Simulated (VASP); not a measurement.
A run of VASP 6.6.1 is set up as follows.

POSCAR

```
AlN
1.0
    0.0000000000      2.1848764832      2.1848764832
    2.1848764832      0.0000000000      2.1848764832
    2.1848764832      2.1848764832      0.0000000000
Al N
1 1
Direct
    0.0000000000      0.0000000000      0.0000000000
    0.7500000000      0.7500000000      0.7500000000
```

File INCAR.step1:

```
SYSTEM = AlN
ALGO = Normal
EDIFF = 1E-5
ENCUT = 520
GGA = PE
ISIF = 2
ISMEAR = 0
LASPH = .TRUE.
LCHARG = .FALSE.
LREAL = .FALSE.
LWAVE = .TRUE.
NBANDS = 11
NELM = 100
PREC = Accurate
SIGMA = 0.01
```

Contents of INCAR.step2:

```
SYSTEM = AlN
AEXX = 1.0
AGGAC = 0.0
ALDAC = 0.0
ALGO = Normal
EDIFF = 1E-6
ENCUT = 520
GGA = PE
ISIF = 2
ISMEAR = 0
ISTART = 1
LASPH = .TRUE.
LCHARG = .FALSE.
LHFCALC = .TRUE.
LREAL = .FALSE.
LWAVE = .FALSE.
NBANDS = 11
NELM = 100
PREC = Accurate
PRECFOCK = Normal
SIGMA = 0.01
```

File KPOINTS:

```
k-points
0
G
  8 8 8
  0 0 0
```

Potentials or basis: VASP PAW PBE potentials, release 64 (Al, N).

Command:

```bash
$ cat potpaw_PBE.64/Al/POTCAR potpaw_PBE.64/N/POTCAR > POTCAR
$ cp INCAR.step1 INCAR
$ mpirun -np 1 vasp_std > vasp.out
$ cp INCAR.step2 INCAR
$ mpirun -np 1 vasp_std > vasp.out
```

Q: Estimate the band gap on the k mesh.

A: 12.19 eV, indirect (least direct gap 12.28 eV).

Q: What does it give for the pressure?

A: -1.7 GPa.

Caveat: the PAW data sets were made with another functional, which shifts forces and pressure a little. A k mesh can miss the band edges.
